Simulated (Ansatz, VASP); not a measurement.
# One calculation of ZrB2W3, two programs

The input INCAR:

```
SYSTEM = ZrB2W3
PREC     = Accurate       ! precision mode
ENCUT    = 520            ! plane-wave cutoff, eV
EDIFF    = 1E-6           ! SCF threshold, eV
ISMEAR   = 0              ! smearing method
SIGMA    = 0.1            ! smearing width, eV
LREAL    = .FALSE.        ! projectors in reciprocal space
LASPH    = .TRUE.         ! aspherical terms in the spheres
NELM     = 150            ! most SCF steps
ALGO     = Normal         ! electronic algorithm
ISIF     = 2              ! what is computed and relaxed
LWAVE    = .FALSE.        ! write WAVECAR
LCHARG   = .FALSE.        ! write CHGCAR
ISPIN    = 2              ! spin polarisation
MAGMOM   = 1 0 0 0 0 0    ! initial moments
LORBIT   = 11             ! projections on sites
LMAXMIX  = 4              ! l up to which the mixer works
GGA      = PE             ! functional
NBANDS   = 43             ! bands
```

Contents of KPOINTS:

```
Automatic mesh
0
G
  6 6 6
  0 0 0
```

File POSCAR:

```
ZrB2W3
1.0
    5.4013051848      0.0000000000      0.0000000000
   -2.7006525924      4.6776675037      0.0000000000
    0.0000000000      0.0000000000      3.3910003853
Zr B W
1 2 3
Direct
    0.0000000000      0.0000000000      0.5000000000
    0.3333333333      0.6666666667      0.5000000000
    0.6666666667      0.3333333333      0.5000000000
    0.0000000000      0.5000000000      0.0000000000
    0.5000000000      0.0000000000      0.0000000000
    0.5000000000      0.5000000000      0.0000000000
```

Input for Ansatz:

```yaml
crystal:
  lattice:
    - [5.4013051848, 0.0, 0.0]
    - [-2.7006525924, 4.6776675037, 0.0]
    - [0.0, 0.0, 3.3910003853]
  atoms:
    - { symbol: Zr, position: [0.0, 0.0, 0.5], spin: 1.0 }
    - { symbol: B, position: [0.3333333333, 0.6666666667, 0.5] }
    - { symbol: B, position: [0.6666666667, 0.3333333333, 0.5] }
    - { symbol: W, position: [0.0, 0.5, 0.0] }
    - { symbol: W, position: [0.5, 0.0, 0.0] }
    - { symbol: W, position: [0.5, 0.5, 0.0] }
basis:
  ecutwfc: 420
kpoints:
  mp_grid: { grid: [6, 6, 6] }
hamiltonian:
  xc: pbe
scf:
  occupations: { method: gaussian, width: 0.1 }
  lower_state_search: "off"
output:
  forces: true
  stress: true
  eigenvalues: true
  populations: true
magnetization:
  spin_polarized: true
```

Change from the starting cell: species swapped into the TmB2Rh3 type (P6/mmm, No. 191).

Alike in both runs: task single point; functional PBE; k mesh 6 × 6 × 6; occupations gaussian, width 0.1 eV; collinear spin.

|  | VASP | Ansatz |
| --- | --- | --- |
| version | VASP 6.6.1 | Ansatz 0.2.0 |
| potentials or method | VASP PAW PBE potentials, release 64 (Zr_sv, B, W_sv), cutoff 520 eV | scalar-relativistic, plane waves, PAW |
| valence electrons in the cell | 60 | 60 |

```tsv
	VASP	Ansatz	Ansatz less VASP
gap on the k mesh at the Fermi level (eV)	none	none	-
pressure (GPa)	0.4	0.1	-0.31
traceless stress, the component that is largest in VASP (GPa)	-0.05	0.02	+0.075
net moment per atom (μB)	0.00	0.00	0.000
```

A gap of «none» marks a metal or a gap that the smearing closes. With one functional, cell and mesh, what is left measures potentials, basis and numerics. Ansatz's warnings: seeded moment not kept.

Neither program's run includes spin-orbit coupling.
